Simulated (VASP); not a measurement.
# Co (P6_3/mmc) in VASP: a series of runs

The runs below take Co through single point, with PBE.

All numbers are computed with VASP 6.6.1; they aren't measurements. Logs are shortened: lines on timing, memory, paths and dates and some standing lists are left out, and cuts for length are marked.

## (1) The cell of the first run

It takes space group P6_3/mmc (No. 194, hexagonal). The conventional cell has a = 2.458 Å, b = 2.458 Å, c = 3.961 Å, α = 90.00°, β = 90.00°, γ = 120.00°. Within 3.2 Å of Co (site symmetry -6m2) lie 12 Co at 2.44 to 2.46 Å.

## (2) Single point, PBE

Input file INCAR:

```
PREC = Accurate
ENCUT = 600
EDIFF = 1E-6
ISMEAR = -1
SIGMA = 0.1
LREAL = False
LASPH = True
NELM = 120
ALGO = Normal
ISIF = 2
LWAVE = False
LCHARG = False
GGA = PE
NBANDS = 16
GGA_COMPAT = False
```

Input file KPOINTS:

```
regular mesh
0
Gamma
  8 8 4
```

Input file POSCAR:

```
Co
1.0
    2.4583938938      0.0000000000      0.0000000000
   -1.2291969469      2.1290315645      0.0000000000
    0.0000000000      0.0000000000      3.9606904923
Co
2
Direct
    0.3333333333      0.6666666667      0.2500000000
    0.6666666667      0.3333333333      0.7500000000
```

Potentials or basis: VASP PAW PBE potentials, release 64 (Co).

Started as:

```console
> cat potpaw_PBE.64/Co/POTCAR > POTCAR
> mpirun -np 1 vasp_std > vasp.out
```

OUTCAR:

```text
PREC = Accurate
   ENCUT = 600
   EDIFF = 1E-6
   ISMEAR = -1
   LREAL = False
   LASPH = True
   NELM = 120
   ISIF = 2
   GGA = PE

 ion  position               nearest neighbor table
   1  0.333  0.667  0.250-   2 2.44   2 2.44   2 2.44   2 2.44   2 2.44   2 2.44
   2  0.667  0.333  0.750-   1 2.44   1 2.44   1 2.44   1 2.44   1 2.44   1 2.44

  LATTYP: Found a hexagonal cell.
 ALAT       =     2.4583938938
 C/A-ratio  =     1.6110886471

  Lattice vectors:

 A1 = (   2.4583938938,   0.0000000000,   0.0000000000)
 A2 = (  -1.2291969469,   2.1290315645,   0.0000000000)
 A3 = (   0.0000000000,   0.0000000000,   3.9606904923)

Analysis of symmetry for initial positions (statically):
=====================================================================
 Subroutine PRICEL returns:
 Original cell was already a primitive cell.

 Routine SETGRP: Setting up the symmetry group for a
 hexagonal supercell.

 Subroutine GETGRP returns: Found 24 space group operations
 (whereof 12 operations were pure point group operations)
 out of a pool of 24 trial point group operations.

The static configuration has the point symmetry D_3d.
 The point group associated with its full space group is D_6h.

Analysis of symmetry for dynamics (positions and initial velocities):
=====================================================================
 Subroutine PRICEL returns:
 Original cell was already a primitive cell.

 Routine SETGRP: Setting up the symmetry group for a
 hexagonal supercell.

 Subroutine GETGRP returns: Found 24 space group operations
 (whereof 12 operations were pure point group operations)
 out of a pool of 24 trial point group operations.

The dynamic configuration has the point symmetry D_3d.
 The point group associated with its full space group is D_6h.

 Subroutine INISYM returns: Found 24 space group operations
 (whereof 12 operations are pure point group operations),
 and found     1 'primitive' translations

----------------------------------------------------------------------------------------

                                     Primitive cell

  volume of cell :      20.7302

  direct lattice vectors                    reciprocal lattice vectors
     2.458393894  0.000000000  0.000000000     0.406769640  0.234848561  0.000000000
    -1.229196947  2.129031564  0.000000000     0.000000000  0.469697123  0.000000000
     0.000000000  0.000000000  3.960690492     0.000000000  0.000000000  0.252481228

  length of vectors
     2.458393894  2.458393894  3.960690492     0.469697123  0.469697123  0.252481228

  position of ions in fractional coordinates (direct lattice)
     0.333333333  0.666666667  0.250000000
     0.666666667  0.333333333  0.750000000

  ion indices of the primitive-cell ions
   primitive index   ion index
                 1           1
                 2           2

----------------------------------------------------------------------------------------

 KPOINTS: regular mesh

Automatic generation of k-mesh.
 Grid dimensions read from file:
 generate k-points for:    8    8    4

 Generating k-lattice:

  Cartesian coordinates                     Fractional coordinates (reciprocal lattice)
     0.050846205  0.029356070  0.000000000     0.125000000  0.000000000  0.000000000
     0.000000000  0.058712140  0.000000000     0.000000000  0.125000000  0.000000000
     0.000000000  0.000000000  0.063120307     0.000000000  0.000000000  0.250000000

  Length of vectors
     0.058712140  0.058712140  0.063120307

  Shift w.r.t. Gamma in fractional coordinates (k-lattice)
     0.000000000  0.000000000  0.000000000

 Subroutine IBZKPT returns following result:
 ===========================================

 Found     30 irreducible k-points:

 Following reciprocal coordinates:
            Coordinates               Weight
  0.000000  0.000000  0.000000      1.000000
  0.125000  0.000000  0.000000      6.000000
  0.250000  0.000000  0.000000      6.000000
  0.375000  0.000000  0.000000      6.000000
  0.500000  0.000000  0.000000      3.000000
  0.125000  0.125000  0.000000      6.000000
[... 16 lines left out ...]
  0.250000  0.000000  0.500000      6.000000
  0.375000  0.000000  0.500000      6.000000
 [... further k-points ...]
   k-points           NKPTS =     30   k-points in BZ     NKDIM =     30   number of bands    NBANDS=     16
   number of dos      NEDOS =    301   number of ions     NIONS =      2
   total plane-waves  NPLWV =  12800
   dimension x,y,z NGX =    20 NGY =   20 NGZ =   32
   dimension x,y,z NGXF=    40 NGYF=   40 NGZF=   64
   ions per type =               2
   NGX,Y,Z   is equivalent  to a cutoff of  13.52, 13.52, 13.43 a.u.
   NGXF,Y,Z  is equivalent  to a cutoff of  27.05, 27.05, 26.86 a.u.
 SYSTEM =  unknown system
   PREC   = accura    normal or accurate (medium, high low for compatibility)
   ISTART =      0    job   : 0-new  1-cont  2-samecut
   ICHARG =      2    charge: 1-file 2-atom 10-const
   ISPIN  =      1    spin polarized calculation?
   LNONCOLLINEAR =      F non collinear calculations
   LSORBIT =      F    spin-orbit coupling
   LASPH  =      T    aspherical Exc in radial PAW
   ENCUT  =  600.0 eV  44.10 Ry    6.64 a.u.   4.91  4.91  7.91*2*pi/ulx,y,z
   NELM   =    120;   NELMIN=  2; NELMDL= -5     # of ELM steps
   EDIFF  = 0.1E-05   stopping-criterion for ELM
   LREAL  =      F    real-space projection
   EDIFFG = 0.1E-04   stopping-criterion for IOM
   NSW    =      0    number of steps for IOM
   IBRION =     -1    ionic relax: 0-MD 1-quasi-New 2-CG
   NFREE  =      0    steps in history (QN), initial steepest desc. (CG)
   ISIF   =      2    stress and relaxation
   ISYM   =      2    0-nonsym 1-usesym 2-fastsym
   POTIM  = 0.5000    time-step for ionic-motion
   TEBEG  =    0.0;   TEEND  =   0.0 temperature during run
   PSTRESS=    0.0 pullay stress
   NELECT =      18.0000    total number of electrons
   NUPDOWN=      -1.0000    fix difference up-down
   EMIN   =  10.00;   EMAX   =-10.00  energy-range for DOS
   EFERMI =   0.00;   METHOD = LEGACY
   ISMEAR =    -1;   SIGMA  =   0.10  broadening in eV -4-tet -1-fermi 0-gaus
   EFERMI_NEDOS =   21; number of points for ismear=-14 and -15
   IALGO  =     38    algorithm
   IMIX   =      4    mixing-type and parameters
     AMIX     =   0.40;   BMIX     =  1.00
     AMIX_MAG =   1.60;   BMIX_MAG =  1.00
  volume/ion in A,a.u.               =      10.37        69.95
  Fermi-wavevector in a.u.,A,eV,Ry     =   1.561820  2.951411 33.188421  2.439280
  Thomas-Fermi vector in A             =   2.664829
   LORBIT       =      0    0 simple, 1 ext, 2 COOP (PROOUT), +10 PAW based schemes
   GGA     = PE    functional components
   LHFCALC =     F    Hartree Fock is set to
   AEXX    =    0.0000 exact exchange contribution
   IVDW    =     0    specifies the selected vdW correction
   LEPSILON=     F    determine dielectric tensor
   LRPA    =     F    only Hartree local field effects (RPA)
 non-spin polarized calculation
  energy-cutoff  :      600.00
  volume of cell :       20.73
 maximum number of plane-waves:       706
 NGX is ok and might be reduce to    20
   NGX =  9   NGY =  9   NGZ = 15

 number of electron      18.0000001 magnetization

 Free energy of the ion-electron system (eV)
  ---------------------------------------------------
  ext. energy  EPLUGINS =         0.00000000
  ---------------------------------------------------
  free energy    TOTEN  =       -13.72371335 eV

  energy without entropy =      -13.54200803  energy(sigma->0) =      -13.63286069

 E-fermi :  10.8535     XC(G=0): -13.6924

 val. band max:       10.8529002985   @ k =   0.3750   0.1250   0.0000
 cond. band min:      10.8765218925   @ k =   0.3750   0.1250   0.2500
 fundamental gap:      0.0236215940
 Fermi energy:        10.8534822601

 k-point     1 :       0.0000    0.0000    0.0000
  band No.  band energies     occupation
      1       1.7299      2.00000
      2       5.9908      2.00000
      3       8.9617      2.00000
      4       8.9767      2.00000
      5       8.9767      2.00000
      6       9.3413      2.00000
[... 8 lines left out ...]
     15      36.3761      0.00000
     16      36.4169      0.00000

 k-point     2 :       0.1250    0.0000    0.0000
  band No.  band energies     occupation
      1       2.2902      2.00000
      2       6.3326      2.00000
      3       8.5431      2.00000
      4       9.0276      2.00000
      5       9.1690      2.00000
      6       9.2546      2.00000
[... 8 lines left out ...]
     15      32.8866      0.00000
     16      33.3939      0.00000

 k-point     3 :       0.2500    0.0000    0.0000
  band No.  band energies     occupation
      1       3.8216      2.00000
      2       6.8987      2.00000
      3       7.7881      2.00000
      4       8.1346      2.00000
      5       8.9601      2.00000
      6       9.1991      2.00000
[... 8 lines left out ...]
     15      29.5161      0.00000
     16      31.5360      0.00000

 k-point     4 :       0.3750    0.0000    0.0000
  band No.  band energies     occupation
      1       5.6270      2.00000
      2       6.7540      2.00000
      3       7.0392      2.00000
      4       8.2569      2.00000
      5       8.9004      2.00000
      6       9.1156      2.00000
[... 8 lines left out ...]
     15      27.0958      0.00000
     16      27.1268      0.00000
[... 324 lines left out ...]
 k-point    22 :       0.1250    0.0000    0.5000
  band No.  band energies     occupation
      1       4.5611      2.00000
      2       4.5611      2.00000
      3       8.2502      2.00000
      4       8.2502      2.00000
      5       8.8728      2.00000
      6       8.8728      2.00000
[... 8 lines left out ...]
     15      31.4661      0.00000
     16      31.4661      0.00000

 k-point    23 :       0.2500    0.0000    0.5000
  band No.  band energies     occupation
      1       5.6186      2.00000
      2       5.6186      2.00000
      3       7.9481      2.00000
      4       7.9481      2.00000
      5       8.8399      2.00000
      6       8.8399      2.00000
[... 8 lines left out ...]
     15      28.4477      0.00000
     16      28.4477      0.00000

 k-point    24 :       0.3750    0.0000    0.5000
  band No.  band energies     occupation
      1       6.1465      2.00000
      2       6.1465      2.00000
      3       7.7398      2.00000
      4       7.7398      2.00000
      5       9.8035      1.99994
      6       9.8035      1.99994
[... 8 lines left out ...]
     15      30.0094      0.00000
     16      30.0094      0.00000

 [... further k-points ...]
[... 5 lines left out ...]
  --------------------------------------------------------------------------------------
  -------------------------------------------------------------------------------------
  Total       -0.0924713     -0.0924713     -0.1522661     -0.0000000      0.0000000      0.0000000
  in kB       -7.1468220     -7.1468220    -11.7681831     -0.0000000      0.0000000      0.0000000
  external PRESSURE =      -8.6872757 kB  Pullay stress =       0.0000000 kB

 VOLUME and BASIS-vectors are now :
 -----------------------------------------------------------------------------
  energy-cutoff  :      600.00
  volume of cell :       20.73
      direct lattice vectors                 reciprocal lattice vectors
     2.458393894  0.000000000  0.000000000     0.406769640  0.234848561  0.000000000
    -1.229196947  2.129031564  0.000000000     0.000000000  0.469697123  0.000000000
     0.000000000  0.000000000  3.960690492     0.000000000  0.000000000  0.252481228

 POSITION                                       TOTAL-FORCE (eV/Angst)
 -----------------------------------------------------------------------------------
     -0.00000      1.41935      0.99017        -0.000000      0.000000      0.000000
      1.22920      0.70968      2.97052         0.000000      0.000000      0.000000
 -----------------------------------------------------------------------------------
    total drift:                                0.000000      0.000000     -0.000000

  FREE ENERGIE OF THE ION-ELECTRON SYSTEM (eV)
  ---------------------------------------------------
  free  energy   TOTEN  =       -13.7237133468 eV

  energy  without entropy=      -13.5420080330  energy(sigma->0) =      -13.63286069
```

Run time: 7.3 s. Hardware: 1 thread of AMD EPYC 9R45 (Zen 5), shared host; peak memory 0.11 GiB.

Results:

- Free energy: -13.7237 eV
- Pressure: -0.9 GPa
- Band gap on the k mesh: zero (bands 9 and 10 overlap by 1.53 eV)

Caveat: the k points lie up to 0.40 Å⁻¹ apart, too coarse for converged energies and pressures of a metal; the run has no spin polarisation, though such a crystal can be magnetic. Spin polarisation is off, so any magnetic state and its effect on volume and gap are missing.

## (3) Single point, PBE, non-collinear spin, typed start, spin-orbit coupling

This run uses another cell than the first one, of 10.84 Å³/atom.

Input file INCAR:

```
SYSTEM = Co
PREC = Accurate
ENCUT = 520
EDIFF = 1E-7
ISMEAR = -1
SIGMA = 0.05
LREAL = .FALSE.
LASPH = .TRUE.
NELM = 150
ALGO = Normal
ISIF = 2
LWAVE = .FALSE.
LCHARG = .TRUE.
MAGMOM = 0 0 -1.69 0 0 -1.69
LORBIT = 11
LSORBIT = .TRUE.
GGA_COMPAT = .FALSE.
LORBMOM = .TRUE.
LMAXMIX = 4
GGA = PE
LVHAR = .TRUE.
NBANDS = 30
```

Input file KPOINTS:

```
regular mesh
0
G
  14 14 8
  0 0 0
```

Input file POSCAR:

```
Co
1.0
    2.4935225139      0.0000000000      0.0000000000
   -1.2467612569      2.1594538420      0.0000000000
    0.0000000000      0.0000000000      4.0277857565
Co
2
Direct
    0.3333333333      0.6666666667      0.2500000000
    0.6666666667      0.3333333333      0.7500000000
```

Potentials or basis: VASP PAW PBE potentials, release 64 (Co).

Started as:

```console
> cat potpaw_PBE.64/Co/POTCAR > POTCAR
> mpirun -np 1 vasp_ncl > vasp.out
```

It took 13 min on 1 thread of Intel Xeon Platinum 8259CL at 2.50GHz (Skylake/Cascade Lake), shared host; peak memory 0.3 GiB.

The run converged. Its results:

| Property | Result |
| --- | --- |
| Free energy | -14.0899 eV |
| Pressure | -0.8 GPa |
| Net moment | 3.15 μB per cell |
| Valence electrons inside the program's atomic spheres | Co 8.27 |

Moments on the atoms (μB; x, y, z):
```
Co   0.00  0.00 -1.60
Co   0.00  0.00 -1.60
```
